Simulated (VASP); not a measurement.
Input of a VASP 6.6.1 run:

The input INCAR:

```
SYSTEM = Fe
ALGO = Normal
EDIFF = 1E-6
ENCUT = 520
GGA = PS
ISIF = 2
ISMEAR = -1
LASPH = .True.
LCHARG = .False.
LREAL = .False.
LWAVE = .False.
NBANDS = 15
NELM = 80
PREC = Accurate
SIGMA = 0.1
```

File KPOINTS:

```
k-points
0
Gamma
  11 11 11
  0 0 0
```

File POSCAR:

```
Fe
1.0
    0.0000000000      2.4033847399      2.4033847399
    2.4033847399      0.0000000000      2.4033847399
    2.4033847399      2.4033847399      0.0000000000
Fe
2
Direct
    0.1250000000      0.1250000000      0.1250000000
    0.8750000000      0.8750000000      0.8750000000
```

Potentials or basis: VASP PAW PBE potentials, release 64 (Fe).

Launch:

```console
$ cat potpaw_PBE.64/Fe/POTCAR > POTCAR
$ mpirun -np 1 vasp_std > vasp.out
```

Q: Predict the band gap on the k mesh.

A: Zero (band 8 reaches 4.05 eV, above the bottom of band 9 at 3.35 eV).

Q: Predict the pressure.

A: -1.7 GPa.

Caveat: the PAW data sets were made with another functional, which shifts forces and pressure a little; the run has no spin polarisation, though such a crystal can be magnetic. Spin polarisation is off, so any magnetic state and its effect on volume and gap are missing.
